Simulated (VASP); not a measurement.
# AlC3 (Pm-3m) in VASP: single point with PBEsol

Aim: the single point of AlC3 with PBEsol.

All numbers are computed with VASP 6.6.1; they aren't measurements. Logs are shortened: lines on timing, memory, paths and dates and some standing lists are left out, and cuts for length are marked.

### Step 1. The cell of the first run

Symmetry: Pm-3m, No. 221, cubic system. The conventional cell has a = 3.208 Å, b = 3.208 Å, c = 3.208 Å, α = 90.00°, β = 90.00°, γ = 90.00°. Within 3.0 Å of Al (site symmetry m-3m) lie 12 C at 2.27 Å. C (site symmetry 4/mmm) has 4 Al at 2.27 Å and 8 C at 2.27 Å within 3.0 Å.

### Step 2. Single point, PBEsol

File INCAR:

```
  ALGO = Normal
  EDIFF = 1E-6
  ENCUT = 600
  GGA = PS
  GGA_COMPAT = False
  ISIF = 2
  ISMEAR = -1
  LASPH = True
  LCHARG = True
  LELF = True
  LREAL = False
  LVHAR = True
  LWAVE = False
  NBANDS = 16
  NELM = 120
  PREC = Accurate
  SIGMA = 0.1
```

File KPOINTS:

```
k-points
0
Gamma
  7 7 7
```

File POSCAR:

```
AlC3
1.0
    3.2079290000      0.0000000000      0.0000000000
    0.0000000000      3.2079290000      0.0000000000
    0.0000000000      0.0000000000      3.2079290000
Al C
1 3
Direct
    0.0000000000      0.0000000000      0.0000000000
    0.0000000000      0.5000000000      0.5000000000
    0.5000000000      0.0000000000      0.5000000000
    0.5000000000      0.5000000000      0.0000000000
```

Potentials or basis: VASP PAW PBE potentials, release 64 (Al, C).

On the command line:

```console
> cat potpaw_PBE.64/Al/POTCAR potpaw_PBE.64/C/POTCAR > POTCAR
> mpirun -np 1 vasp_std > vasp.out
```

OUTCAR:

```text
EDIFF = 1E-6
   ENCUT = 600
   GGA = PS
   ISIF = 2
   ISMEAR = -1
   LASPH = True
   LREAL = False
   NELM = 120
   PREC = Accurate

 ion  position               nearest neighbor table
   1  0.000  0.000  0.000-   2 2.27   3 2.27   4 2.27   2 2.27   3 2.27   2 2.27   4 2.27   2 2.27
                             3 2.27   4 2.27   3 2.27   4 2.27
   2  0.000  0.500  0.500-   1 2.27   1 2.27   1 2.27   1 2.27
   3  0.500  0.000  0.500-   1 2.27   1 2.27   1 2.27   1 2.27
   4  0.500  0.500  0.000-   1 2.27   1 2.27   1 2.27   1 2.27

  LATTYP: Found a simple cubic cell.
 ALAT       =     3.2079290000

  Lattice vectors:

 A1 = (   3.2079290000,   0.0000000000,   0.0000000000)
 A2 = (   0.0000000000,   3.2079290000,   0.0000000000)
 A3 = (   0.0000000000,   0.0000000000,   3.2079290000)

Analysis of symmetry for initial positions (statically):
=====================================================================
 Subroutine PRICEL returns:
 Original cell was already a primitive cell.

 Routine SETGRP: Setting up the symmetry group for a
 simple cubic supercell.

 Subroutine GETGRP returns: Found 48 space group operations
 (whereof 48 operations were pure point group operations)
 out of a pool of 48 trial point group operations.

The static configuration has the point symmetry O_h .

Analysis of symmetry for dynamics (positions and initial velocities):
=====================================================================
 Subroutine PRICEL returns:
 Original cell was already a primitive cell.

 Routine SETGRP: Setting up the symmetry group for a
 simple cubic supercell.

 Subroutine GETGRP returns: Found 48 space group operations
 (whereof 48 operations were pure point group operations)
 out of a pool of 48 trial point group operations.

The dynamic configuration has the point symmetry O_h .

 Subroutine INISYM returns: Found 48 space group operations
 (whereof 48 operations are pure point group operations),
 and found     1 'primitive' translations

----------------------------------------------------------------------------------------

                                     Primitive cell

  volume of cell :      33.0122

  direct lattice vectors                    reciprocal lattice vectors
     3.207929000  0.000000000  0.000000000     0.311727597  0.000000000  0.000000000
     0.000000000  3.207929000  0.000000000     0.000000000  0.311727597  0.000000000
     0.000000000  0.000000000  3.207929000     0.000000000  0.000000000  0.311727597

  length of vectors
     3.207929000  3.207929000  3.207929000     0.311727597  0.311727597  0.311727597

  position of ions in fractional coordinates (direct lattice)
     0.000000000  0.000000000  0.000000000
     0.000000000  0.500000000  0.500000000
     0.500000000  0.000000000  0.500000000
     0.500000000  0.500000000  0.000000000

  ion indices of the primitive-cell ions
   primitive index   ion index
                 1           1
                 2           2
                 3           3
                 4           4

----------------------------------------------------------------------------------------

 KPOINTS: k-points

Automatic generation of k-mesh.
 Grid dimensions read from file:
 generate k-points for:    7    7    7

 Generating k-lattice:

  Cartesian coordinates                     Fractional coordinates (reciprocal lattice)
     0.044532514  0.000000000  0.000000000     0.142857143  0.000000000  0.000000000
     0.000000000  0.044532514  0.000000000     0.000000000  0.142857143  0.000000000
     0.000000000  0.000000000  0.044532514     0.000000000  0.000000000  0.142857143

  Length of vectors
     0.044532514  0.044532514  0.044532514

  Shift w.r.t. Gamma in fractional coordinates (k-lattice)
     0.000000000  0.000000000  0.000000000

 Subroutine IBZKPT returns following result:
 ===========================================

 Found     20 irreducible k-points:

 Following reciprocal coordinates:
            Coordinates               Weight
  0.000000  0.000000  0.000000      1.000000
  0.142857  0.000000  0.000000      6.000000
  0.285714  0.000000  0.000000      6.000000
  0.428571  0.000000  0.000000      6.000000
  0.142857  0.142857  0.000000     12.000000
  0.285714  0.142857  0.000000     24.000000
[... 12 lines left out ...]
  0.428571  0.428571  0.285714     24.000000
  0.428571  0.428571  0.428571      8.000000
   k-points           NKPTS =     20   k-points in BZ     NKDIM =     20   number of bands    NBANDS=     16
   number of dos      NEDOS =    301   number of ions     NIONS =      4
   total plane-waves  NPLWV =  21952
   dimension x,y,z NGX =    28 NGY =   28 NGZ =   28
   dimension x,y,z NGXF=    56 NGYF=   56 NGZF=   56
   ions per type =               1   3
   NGX,Y,Z   is equivalent  to a cutoff of  14.51, 14.51, 14.51 a.u.
   NGXF,Y,Z  is equivalent  to a cutoff of  29.02, 29.02, 29.02 a.u.
 SYSTEM =  unknown system
   PREC   = accura    normal or accurate (medium, high low for compatibility)
   ISTART =      0    job   : 0-new  1-cont  2-samecut
   ICHARG =      2    charge: 1-file 2-atom 10-const
   ISPIN  =      1    spin polarized calculation?
   LNONCOLLINEAR =      F non collinear calculations
   LSORBIT =      F    spin-orbit coupling
   LASPH  =      T    aspherical Exc in radial PAW
   ENCUT  =  600.0 eV  44.10 Ry    6.64 a.u.   6.41  6.41  6.41*2*pi/ulx,y,z
   NELM   =    120;   NELMIN=  2; NELMDL= -5     # of ELM steps
   EDIFF  = 0.1E-05   stopping-criterion for ELM
   LREAL  =      F    real-space projection
   EDIFFG = 0.1E-04   stopping-criterion for IOM
   NSW    =      0    number of steps for IOM
   IBRION =     -1    ionic relax: 0-MD 1-quasi-New 2-CG
   NFREE  =      0    steps in history (QN), initial steepest desc. (CG)
   ISIF   =      2    stress and relaxation
   ISYM   =      2    0-nonsym 1-usesym 2-fastsym
   POTIM  = 0.5000    time-step for ionic-motion
   TEBEG  =    0.0;   TEEND  =   0.0 temperature during run
   PSTRESS=    0.0 pullay stress
   NELECT =      15.0000    total number of electrons
   NUPDOWN=      -1.0000    fix difference up-down
   EMIN   =  10.00;   EMAX   =-10.00  energy-range for DOS
   EFERMI =   0.00;   METHOD = LEGACY
   ISMEAR =    -1;   SIGMA  =   0.10  broadening in eV -4-tet -1-fermi 0-gaus
   EFERMI_NEDOS =   21; number of points for ismear=-14 and -15
   IALGO  =     38    algorithm
   IMIX   =      4    mixing-type and parameters
     AMIX     =   0.40;   BMIX     =  1.00
     AMIX_MAG =   1.60;   BMIX_MAG =  1.00
  volume/ion in A,a.u.               =       8.25        55.69
  Fermi-wavevector in a.u.,A,eV,Ry     =   1.258579  2.378370 21.551918  1.584021
  Thomas-Fermi vector in A             =   2.392182
   LORBIT       =      0    0 simple, 1 ext, 2 COOP (PROOUT), +10 PAW based schemes
   GGA     = PS    functional components
   LHFCALC =     F    Hartree Fock is set to
   AEXX    =    0.0000 exact exchange contribution
   IVDW    =     0    specifies the selected vdW correction
   LEPSILON=     F    determine dielectric tensor
   LRPA    =     F    only Hartree local field effects (RPA)
 non-spin polarized calculation
  energy-cutoff  :      600.00
  volume of cell :       33.01
 maximum number of plane-waves:      1141
 NGX is ok and might be reduce to    28
   NGX = 13   NGY = 13   NGZ = 13

 number of electron      15.0000000 magnetization

 Free energy of the ion-electron system (eV)
  ---------------------------------------------------
  ext. energy  EPLUGINS =         0.00000000
  ---------------------------------------------------
  free energy    TOTEN  =       -22.53279018 eV

  energy without entropy =      -22.49006893  energy(sigma->0) =      -22.51142956

 E-fermi :   9.0633     XC(G=0): -12.3769

 val. band max:        9.0583385594   @ k =   0.4286   0.4286   0.0000
 cond. band min:       9.1856731465   @ k =   0.4286   0.2857   0.1429
 fundamental gap:      0.1273345871
 Fermi energy:         9.0633213982

 k-point     1 :       0.0000    0.0000    0.0000
  band No.  band energies     occupation
      1      -8.3091      2.00000
      2       2.6283      2.00000
      3       2.6283      2.00000
      4       3.2000      2.00000
      5       3.2000      2.00000
      6       3.2000      2.00000
[... 8 lines left out ...]
     15      19.7412      0.00000
     16      21.5239      0.00000

 k-point     2 :       0.1429    0.0000    0.0000
  band No.  band energies     occupation
      1      -8.0580      2.00000
      2       0.3423      2.00000
      3       2.7946      2.00000
      4       3.4309      2.00000
      5       3.4309      2.00000
      6       5.1904      2.00000
[... 8 lines left out ...]
     15      20.6771      0.00000
     16      21.5005      0.00000

 k-point     3 :       0.2857    0.0000    0.0000
  band No.  band energies     occupation
      1      -7.3143      2.00000
      2      -2.0928      2.00000
      3       3.2454      2.00000
      4       4.1004      2.00000
      5       4.1004      2.00000
      6       6.9013      2.00000
[... 8 lines left out ...]
     15      20.9401      0.00000
     16      20.9401      0.00000

 k-point     4 :       0.4286    0.0000    0.0000
  band No.  band energies     occupation
      1      -6.1499      2.00000
      2      -4.1421      2.00000
      3       3.7494      2.00000
      4       5.0478      2.00000
      5       5.0478      2.00000
      6       7.3271      2.00000
[... 8 lines left out ...]
     15      20.3979      0.00000
     16      20.3979      0.00000

 k-point     5 :       0.1429    0.1429    0.0000
  band No.  band energies     occupation
      1      -7.8077      2.00000
      2       0.1938      2.00000
      3       1.0504      2.00000
      4       3.6613      2.00000
      5       4.4069      2.00000
      6       6.2854      2.00000
[... 8 lines left out ...]
     15      20.5682      0.00000
     16      20.6911      0.00000

 k-point     6 :       0.2857    0.1429    0.0000
  band No.  band energies     occupation
      1      -7.0664      2.00000
      2      -1.8903      2.00000
      3       1.3344      2.00000
      4       4.3301      2.00000
      5       4.9838      2.00000
      6       6.7046      2.00000
[... 8 lines left out ...]
     15      19.7706      0.00000
     16      20.7368      0.00000
[... 191 lines left out ...]
 k-point    17 :       0.2857    0.2857    0.2857
  band No.  band energies     occupation
      1      -5.3637      2.00000
      2      -0.8069      2.00000
      3      -0.8069      2.00000
      4       1.3835      2.00000
      5       4.4628      2.00000
      6       4.4628      2.00000
[... 8 lines left out ...]
     15      22.6592      0.00000
     16      22.6592      0.00000

 k-point    18 :       0.4286    0.2857    0.2857
  band No.  band energies     occupation
      1      -4.2302      2.00000
      2      -2.3844      2.00000
      3       0.0460      2.00000
      4       1.9924      2.00000
      5       2.7947      2.00000
      6       3.6287      2.00000
[... 8 lines left out ...]
     15      21.9788      0.00000
     16      22.7710      0.00000

 k-point    19 :       0.4286    0.4286    0.2857
  band No.  band energies     occupation
      1      -3.1043      2.00000
      2      -1.7268      2.00000
      3      -1.0843      2.00000
      4       1.3792      2.00000
      5       2.4184      2.00000
      6       3.5653      2.00000
[... 8 lines left out ...]
     15      22.8000      0.00000
     16      23.0063      0.00000

 k-point    20 :       0.4286    0.4286    0.4286
  band No.  band energies     occupation
      1      -2.0186      2.00000
      2      -0.8381      2.00000
      3      -0.8381      2.00000
      4       1.2377      2.00000
      5       1.8258      2.00000
      6       1.8258      2.00000
[... 8 lines left out ...]
     15      24.0387      0.00000
     16      24.0387      0.00000

------------------------ aborting loop because EDIFF is reached ----------------------------------------

  FORCE on cell =-STRESS in cart. coord.  units (eV):
  Direction    XX          YY          ZZ          XY          YZ          ZX
  --------------------------------------------------------------------------------------
  -------------------------------------------------------------------------------------
  Total       -1.0834876     -1.0834876     -1.0834876      0.0000000     -0.0000000      0.0000000
  in kB      -52.5848048    -52.5848048    -52.5848048      0.0000000     -0.0000000      0.0000000
  external PRESSURE =     -52.5848048 kB  Pullay stress =       0.0000000 kB

 VOLUME and BASIS-vectors are now :
 -----------------------------------------------------------------------------
  energy-cutoff  :      600.00
  volume of cell :       33.01
      direct lattice vectors                 reciprocal lattice vectors
     3.207929000  0.000000000  0.000000000     0.311727597  0.000000000  0.000000000
     0.000000000  3.207929000  0.000000000     0.000000000  0.311727597  0.000000000
     0.000000000  0.000000000  3.207929000     0.000000000  0.000000000  0.311727597

 POSITION                                       TOTAL-FORCE (eV/Angst)
 -----------------------------------------------------------------------------------
      0.00000      0.00000      0.00000         0.000000      0.000000      0.000000
      0.00000      1.60396      1.60396         0.000000      0.000000      0.000000
      1.60396      0.00000      1.60396         0.000000      0.000000      0.000000
      1.60396      1.60396      0.00000         0.000000      0.000000      0.000000
 -----------------------------------------------------------------------------------
    total drift:                                0.000000      0.000000      0.000000

  FREE ENERGIE OF THE ION-ELECTRON SYSTEM (eV)
  ---------------------------------------------------
  free  energy   TOTEN  =       -22.5327901785 eV

  energy  without entropy=      -22.4900689327  energy(sigma->0) =      -22.51142956
```

Wall time 5.1 s (1 thread of Intel Xeon 6975P-C (Granite Rapids), shared host); peak memory 0.15 GiB.

What came out:

```
Free energy : -22.5328 eV
Pressure    : -5.3 GPa
```

Caveat: the PAW data sets were made with another functional, which shifts forces and pressure a little.
